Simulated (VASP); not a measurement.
# Ag (P6_3/mmc) in VASP: notebook, part 2 of 2

VASP 6.6.1.

### Step 4. Single point, PBE

This run uses another cell than the first one, of 17.86 Å³/atom, 1.030 times its volume.

The input, INCAR:

```
  ALGO = Fast
  EDIFF = 1E-6
  ENCUT = 520
  GGA = PE
  ISIF = 2
  ISMEAR = 0
  LASPH = True
  LCHARG = False
  LREAL = False
  LWAVE = False
  NBANDS = 30
  NELM = 80
  PREC = Accurate
  SIGMA = 0.15
```

The input, KPOINTS:

```
k-points
0
Gamma
  18 18 6
```

The input, POSCAR:

```
Ag
1.0
    2.9368174862      0.0000000000      0.0000000000
   -1.4684087431      2.5433585493      0.0000000000
    0.0000000000      0.0000000000      9.5635118913
Ag
4
Direct
    0.3333333333      0.6666666667      0.2500000000
    0.6666666667      0.3333333333      0.7500000000
    0.0000000000      0.0000000000      0.0000000000
    0.0000000000      0.0000000000      0.5000000000
```

Potentials or basis: VASP PAW PBE potentials, release 64 (Ag).

The run is started by

```console
> cat potpaw_PBE.64/Ag/POTCAR > POTCAR
> mpirun -np 1 vasp_std > vasp.out
```

OUTCAR:

```text
EDIFF = 1E-6
   ENCUT = 520
   GGA = PE
   ISIF = 2
   ISMEAR = 0
   LASPH = True
   LREAL = False
   NELM = 80
   PREC = Accurate

 ion  position               nearest neighbor table
   1  0.333  0.667  0.250-   3 2.93   4 2.93   3 2.93   4 2.93   3 2.93   4 2.93
   2  0.667  0.333  0.750-   3 2.93   4 2.93   3 2.93   4 2.93   3 2.93   4 2.93
   3  0.000  0.000  0.000-   1 2.93   2 2.93   1 2.93   2 2.93   2 2.93   1 2.93
   4  0.000  0.000  0.500-   1 2.93   2 2.93   1 2.93   2 2.93   2 2.93   1 2.93

  LATTYP: Found a hexagonal cell.
 ALAT       =     2.9368174862
 C/A-ratio  =     3.2564202359

  Lattice vectors:

 A1 = (   2.9368174862,   0.0000000000,   0.0000000000)
 A2 = (  -1.4684087431,   2.5433585493,   0.0000000000)
 A3 = (   0.0000000000,   0.0000000000,   9.5635118913)

Analysis of symmetry for initial positions (statically):
=====================================================================
 Subroutine PRICEL returns:
 Original cell was already a primitive cell.

 Routine SETGRP: Setting up the symmetry group for a
 hexagonal supercell.

 Subroutine GETGRP returns: Found 24 space group operations
 (whereof 12 operations were pure point group operations)
 out of a pool of 24 trial point group operations.

The static configuration has the point symmetry D_3d.
 The point group associated with its full space group is D_6h.

Analysis of symmetry for dynamics (positions and initial velocities):
=====================================================================
 Subroutine PRICEL returns:
 Original cell was already a primitive cell.

 Routine SETGRP: Setting up the symmetry group for a
 hexagonal supercell.

 Subroutine GETGRP returns: Found 24 space group operations
 (whereof 12 operations were pure point group operations)
 out of a pool of 24 trial point group operations.

The dynamic configuration has the point symmetry D_3d.
 The point group associated with its full space group is D_6h.

 Subroutine INISYM returns: Found 24 space group operations
 (whereof 12 operations are pure point group operations),
 and found     1 'primitive' translations

----------------------------------------------------------------------------------------

                                     Primitive cell

  volume of cell :      71.4335

  direct lattice vectors                    reciprocal lattice vectors
     2.936817486  0.000000000  0.000000000     0.340504647  0.196590449  0.000000000
    -1.468408743  2.543358549  0.000000000     0.000000000  0.393180899  0.000000000
     0.000000000  0.000000000  9.563511891     0.000000000  0.000000000  0.104564099

  length of vectors
     2.936817486  2.936817486  9.563511891     0.393180899  0.393180899  0.104564099

  position of ions in fractional coordinates (direct lattice)
     0.333333333  0.666666667  0.250000000
     0.666666667  0.333333333  0.750000000
     0.000000000  0.000000000  0.000000000
     0.000000000  0.000000000  0.500000000

  ion indices of the primitive-cell ions
   primitive index   ion index
                 1           1
                 2           2
                 3           3
                 4           4

----------------------------------------------------------------------------------------

 KPOINTS: k-points

Automatic generation of k-mesh.
 Grid dimensions read from file:
 generate k-points for:   18   18    6

 Generating k-lattice:

  Cartesian coordinates                     Fractional coordinates (reciprocal lattice)
     0.018916925  0.010921692  0.000000000     0.055555556  0.000000000  0.000000000
     0.000000000  0.021843383  0.000000000     0.000000000  0.055555556  0.000000000
     0.000000000  0.000000000  0.017427350     0.000000000  0.000000000  0.166666667

  Length of vectors
     0.021843383  0.021843383  0.017427350

  Shift w.r.t. Gamma in fractional coordinates (k-lattice)
     0.000000000  0.000000000  0.000000000

 Subroutine IBZKPT returns following result:
 ===========================================

 Found    148 irreducible k-points:

 Following reciprocal coordinates:
            Coordinates               Weight
  0.000000  0.000000  0.000000      1.000000
  0.055556  0.000000  0.000000      6.000000
  0.111111  0.000000  0.000000      6.000000
  0.166667  0.000000  0.000000      6.000000
  0.222222  0.000000  0.000000      6.000000
  0.277778  0.000000  0.000000      6.000000
[... 16 lines left out ...]
  0.333333  0.111111  0.000000     12.000000
  0.388889  0.111111  0.000000     12.000000
 [... further k-points ...]
   k-points           NKPTS =    148   k-points in BZ     NKDIM =    148   number of bands    NBANDS=     30
   number of dos      NEDOS =    301   number of ions     NIONS =      4
   total plane-waves  NPLWV =  41472
   dimension x,y,z NGX =    24 NGY =   24 NGZ =   72
   dimension x,y,z NGXF=    48 NGYF=   48 NGZF=  144
   ions per type =               4
   NGX,Y,Z   is equivalent  to a cutoff of  13.59, 13.59, 12.52 a.u.
   NGXF,Y,Z  is equivalent  to a cutoff of  27.17, 27.17, 25.03 a.u.
 SYSTEM =  unknown system
   PREC   = accura    normal or accurate (medium, high low for compatibility)
   ISTART =      0    job   : 0-new  1-cont  2-samecut
   ICHARG =      2    charge: 1-file 2-atom 10-const
   ISPIN  =      1    spin polarized calculation?
   LNONCOLLINEAR =      F non collinear calculations
   LSORBIT =      F    spin-orbit coupling
   LASPH  =      T    aspherical Exc in radial PAW
   ENCUT  =  520.0 eV  38.22 Ry    6.18 a.u.   5.46  5.46 17.78*2*pi/ulx,y,z
   NELM   =     80;   NELMIN=  2; NELMDL= -5     # of ELM steps
   EDIFF  = 0.1E-05   stopping-criterion for ELM
   LREAL  =      F    real-space projection
   EDIFFG = 0.1E-04   stopping-criterion for IOM
   NSW    =      0    number of steps for IOM
   IBRION =     -1    ionic relax: 0-MD 1-quasi-New 2-CG
   NFREE  =      0    steps in history (QN), initial steepest desc. (CG)
   ISIF   =      2    stress and relaxation
   ISYM   =      2    0-nonsym 1-usesym 2-fastsym
   POTIM  = 0.5000    time-step for ionic-motion
   TEBEG  =    0.0;   TEEND  =   0.0 temperature during run
   PSTRESS=    0.0 pullay stress
   NELECT =      44.0000    total number of electrons
   NUPDOWN=      -1.0000    fix difference up-down
   EMIN   =  10.00;   EMAX   =-10.00  energy-range for DOS
   EFERMI =   0.00;   METHOD = LEGACY
   ISMEAR =     0;   SIGMA  =   0.15  broadening in eV -4-tet -1-fermi 0-gaus
   EFERMI_NEDOS =   21; number of points for ismear=-14 and -15
   IALGO  =     68    algorithm
   IMIX   =      4    mixing-type and parameters
     AMIX     =   0.40;   BMIX     =  1.00
     AMIX_MAG =   1.60;   BMIX_MAG =  1.00
  volume/ion in A,a.u.               =      17.86       120.51
  Fermi-wavevector in a.u.,A,eV,Ry     =   1.392916  2.632230 26.398245  1.940216
  Thomas-Fermi vector in A             =   2.516613
   LORBIT       =      0    0 simple, 1 ext, 2 COOP (PROOUT), +10 PAW based schemes
   GGA     = PE    functional components
   LHFCALC =     F    Hartree Fock is set to
   AEXX    =    0.0000 exact exchange contribution
   IVDW    =     0    specifies the selected vdW correction
   LEPSILON=     F    determine dielectric tensor
   LRPA    =     F    only Hartree local field effects (RPA)
 non-spin polarized calculation
 RMM-DIIS sequential band-by-band and
 Gauss-broadening in eV      SIGMA  =   0.15
  energy-cutoff  :      520.00
  volume of cell :       71.43
 maximum number of plane-waves:      1974
 NGX is ok and might be reduce to    24
   NGX = 11   NGY = 11   NGZ = 35

 number of electron      44.0000012 magnetization

 Free energy of the ion-electron system (eV)
  ---------------------------------------------------
  ext. energy  EPLUGINS =         0.00000000
  ---------------------------------------------------
  free energy    TOTEN  =       -10.87067015 eV

  energy without entropy =      -10.85667728  energy(sigma->0) =      -10.86367372

 E-fermi :   7.7941     XC(G=0): -11.9346

 val. band max:        7.7635444007   @ k =   0.2778   0.0556   0.3333
 cond. band min:       7.7950748965   @ k =   0.0556   0.0000   0.0000
 fundamental gap:      0.0315304958
 Fermi energy:         7.7940596201

 k-point     1 :       0.0000    0.0000    0.0000
  band No.  band energies     occupation
      1       0.3695      2.00000
      2       1.6907      2.00000
      3       1.7029      2.00000
      4       1.7070      2.00000
      5       3.1463      2.00000
      6       3.1463      2.00000
[... 781 lines left out ...]
     29      16.5682      0.00000
     30      17.4935      0.00000

 [... further k-points ...]
[... 5 lines left out ...]
  --------------------------------------------------------------------------------------
  -------------------------------------------------------------------------------------
  Total       -0.0678001     -0.0678001      0.0592674      0.0000000     -0.0000000      0.0000000
  in kB       -1.5206843     -1.5206843      1.3293054      0.0000000     -0.0000000      0.0000000
  external PRESSURE =      -0.5706877 kB  Pullay stress =       0.0000000 kB

 VOLUME and BASIS-vectors are now :
 -----------------------------------------------------------------------------
  energy-cutoff  :      520.00
  volume of cell :       71.43
      direct lattice vectors                 reciprocal lattice vectors
     2.936817486  0.000000000  0.000000000     0.340504647  0.196590449  0.000000000
    -1.468408743  2.543358549  0.000000000     0.000000000  0.393180899  0.000000000
     0.000000000  0.000000000  9.563511891     0.000000000  0.000000000  0.104564099

 POSITION                                       TOTAL-FORCE (eV/Angst)
 -----------------------------------------------------------------------------------
     -0.00000      1.69557      2.39088         0.000000      0.000000      0.000000
      1.46841      0.84779      7.17263        -0.000000     -0.000000      0.000000
      0.00000      0.00000      0.00000        -0.000000      0.000000     -0.000000
      0.00000      0.00000      4.78176        -0.000000      0.000000     -0.000000
 -----------------------------------------------------------------------------------
    total drift:                               -0.000000      0.000000      0.000000

  FREE ENERGIE OF THE ION-ELECTRON SYSTEM (eV)
  ---------------------------------------------------
  free  energy   TOTEN  =       -10.8706701525 eV

  energy  without entropy=      -10.8566772794  energy(sigma->0) =      -10.86367372
```

stdout:

```text
POSCAR found type information on POSCAR Ag
 POSCAR found :  1 types and       4 ions
 scaLAPACK will be used
 LDA part: xc-table for (Slater+PW92), standard interpolation
 POSCAR, INCAR and KPOINTS ok, starting setup
 FFT: planning ... GRIDC
 FFT: planning ... GRID_SOFT
 FFT: planning ... GRID
 WAVECAR not read
 entering main loop
```

Run time: 9.8 min. Hardware: 1 thread of AMD EPYC 7R13, shared host; peak memory 0.33 GiB.

Results:

| Quantity | Value |
| --- | --- |
| Free energy | -10.8707 eV |
| Pressure | -0.1 GPa |
| Band gap on the k mesh | zero (band 22 reaches 11.12 eV, above the bottom of band 23 at 4.73 eV) |

Levels at points of the mesh, in eV from the Fermi level:
```
           k point  band 20  band 21  band 22  band 23  band 24  band 25
(0.00, 0.00, 0.00)    -3.36    -3.36    -2.99    -2.99    -0.24     3.40
(0.50, 0.00, 0.00)    -2.79    -0.10     0.81     0.97     1.51     4.07
(0.00, 0.00, 0.50)    -3.15    -3.15    -3.15    -2.32    -2.32     6.27
(0.50, 0.00, 0.50)    -2.84     0.28     0.28     1.36     1.36     4.55
```

### Step 5. Summary

```tsv
task	cell	k mesh	cutoff (eV)	smearing	gap on the mesh (eV)	pressure (GPa)
single point	a = 2.903, b = 2.903, c = 9.500 Å, angles 90.0, 90.0, 120.0°, 4 atoms	18 × 18 × 6	520	fermi-dirac 0.15 eV	none	2.9
relaxation of cell and atoms	relaxed to 3 GPa from a = 2.933, b = 2.933, c = 9.593 Å, angles 90.0, 90.0, 120.0°, 4 atoms	18 × 18 × 4	600	fermi-dirac 0.15 eV	none	3.0
single point	a = 2.937, b = 2.937, c = 9.564 Å, angles 90.0, 90.0, 120.0°, 4 atoms	18 × 18 × 6	520	gaussian 0.15 eV	none	-0.1
```

Alike in all rows: level PBE; potentials or basis VASP PAW PBE potentials, release 64 (Ag); no spin polarisation.

Caveats: the cell is relaxed towards a set pressure, so the enthalpy falls and the energy may rise (some runs).

Total energies depend on the potentials used, so only differences within one code and one set of settings carry meaning.
